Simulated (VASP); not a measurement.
The system is GaAs3N4.

```
Ga As N
1.0
     4.93491    0.00000    0.00000
     0.00000    4.93491    0.00000
     0.00000    0.00000    4.93491
Ga As N
1 3 4
Cartesian
  0.0000 0.0000 0.0000
  0.0000 2.4675 2.4675
  2.4675 0.0000 2.4675
  2.4675 2.4675 0.0000
  1.2329 1.2329 1.2329
  3.7020 3.7020 1.2329
  1.2329 3.7020 3.7020
  3.7020 1.2329 3.7020
```

```yaml
Program: VASP 6.6.1
Task: relaxation of cell and atoms
Functional: PBEsol
Potentials_or_basis: VASP PAW PBE potentials, release 64 (Ga_d, As, N)
Cutoff: 600 eV
k_mesh: 4 × 4 × 4
Occupations: fermi-dirac, width 0.03 eV
Spin: no spin polarisation
```

At the start: pressure -6.5 GPa; volume 15.02 Å³/atom.

Q: How do energy, volume and symmetry change on relaxing?

A: Over 8 steps the energy falls by 36.1 meV/atom and the volume is 14.15 Å³/atom (-5.8 %); space group P-43m (No. 215, to 0.1 Å) before and after.

The path:
```tsv
step	energy change (eV)	largest force (eV/Å)	pressure (GPa)	volume (Å³)
1	0.0000	0.7095	-6.54	120.18
2	-0.2142	0.4373	3.28	109.83
3	-0.2275	0.4983	1.07	111.69
4	-0.2704	0.2596	0.66	112.13
5	-0.2875	0.0180	0.54	112.60
6	-0.2877	0.0156	0.52	112.66
7	-0.2882	0.0182	-0.37	113.55
8	-0.2886	0.0051	0.01	113.20
```

Final structure:
```yaml
crystal:
  lattice:
    - [4.83738, 0.00000, 0.00000]
    - [0.00000, 4.83738, 0.00000]
    - [0.00000, 0.00000, 4.83738]
  atoms:
    - { symbol: Ga, position: [0.00000, 0.00000, 0.00000] }
    - { symbol: As, position: [0.00000, 0.50000, 0.50000] }
    - { symbol: As, position: [0.50000, 0.00000, 0.50000] }
    - { symbol: As, position: [0.50000, 0.50000, 0.00000] }
    - { symbol: N, position: [0.23977, 0.23977, 0.23977] }
    - { symbol: N, position: [0.76023, 0.76023, 0.23977] }
    - { symbol: N, position: [0.23977, 0.76023, 0.76023] }
    - { symbol: N, position: [0.76023, 0.23977, 0.76023] }
```

Caveat: the PAW data sets were made with another functional, which shifts forces and pressure a little.
